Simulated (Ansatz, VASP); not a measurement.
# Two plane-wave programs on Al2Cu

```
CELL_PARAMETERS angstrom
-2.11954 2.11954 2.75637
2.11954 -2.11954 2.75637
2.06515 2.06515 -2.75637
ATOMIC_POSITIONS crystal
Al 0.75000 0.25000 0.50000
Al 0.25000 0.75000 0.50000
Cu 0.50000 0.50000 0.00000
```

Change from the starting cell: strain +e along x and -e along y -0.0133, strain +e along z and -e/2 along x and y -0.0467.

Alike in both runs: task single point; functional PBE; k mesh 14 × 14 × 14; occupations gaussian, width 0.15 eV; no spin polarisation.

|  | VASP | Ansatz |
| --- | --- | --- |
| version | VASP 6.6.1 | Ansatz 0.2.0 |
| potentials or method | VASP PAW PBE potentials, release 64 (Al, Cu), cutoff 520 eV | scalar-relativistic, plane waves, PAW |
| valence electrons in the cell | 17 | 25 |

Ansatz gave:

```
gap on the k mesh at the Fermi level (eV)                     : none
pressure (GPa)                                                : 0.6
traceless stress, the component that is largest in VASP (GPa) : 4.87
```

Question: Estimate VASP's values.

Answer: gap on the k mesh at the Fermi level (eV): none; pressure (GPa): 0.8; traceless stress, the component that is largest in VASP (GPa): 4.80.

A gap of «none» marks a metal or a gap that the smearing closes. VASP's potentials hold 17 valence electrons a cell and Ansatz's 25, so a difference there can come from the potentials and not from the codes.
